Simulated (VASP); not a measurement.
A run of VASP 6.6.1 is set up as follows.

File INCAR:

```
SYSTEM = Cu
PREC = Accurate
ENCUT = 520
EDIFF = 1E-7
ISMEAR = -1
SIGMA = 0.1
LREAL = .FALSE.
LASPH = .TRUE.
NELM = 100
ALGO = Normal
ISIF = 2
LWAVE = .FALSE.
LCHARG = .FALSE.
LDIPOL = .TRUE.
IDIPOL = 3
DIPOL = 0.5 0.5 0.500
GGA = PE
NBANDS = 30
```

The input KPOINTS:

```
regular mesh
0
G
  15 15 1
  0 0 0
```

The input POSCAR:

```
Cu
1.0
    2.5665139637      0.0000000000      0.0000000000
   -1.2832569818      2.2226662917      0.0000000000
    0.0000000000      0.0000000000     22.2866000000
Cu
4
Direct
    0.0000000000      0.0000000000      0.3589589792
    0.3333333340      0.6666666660      0.4529863260
    0.6666666670      0.3333333330      0.5470136734
    0.0000000000      0.0000000000      0.6410410208
```

Potentials or basis: VASP PAW PBE potentials, release 64 (Cu).

Launch:

```console
$ cat potpaw_PBE.64/Cu/POTCAR > POTCAR
$ mpirun -np 1 vasp_std > vasp.out
```

Q: Predict the largest force.

A: 0.068 eV/Å.

Q: What does it give for the band gap on the k mesh?

A: Zero (bands 22 and 23 overlap by 5.23 eV).

Forces on the atoms (eV/Å):
```
Cu   0.000  0.000  0.068
Cu   0.000  0.000 -0.051
Cu   0.000  0.000  0.051
Cu   0.000  0.000 -0.068
```
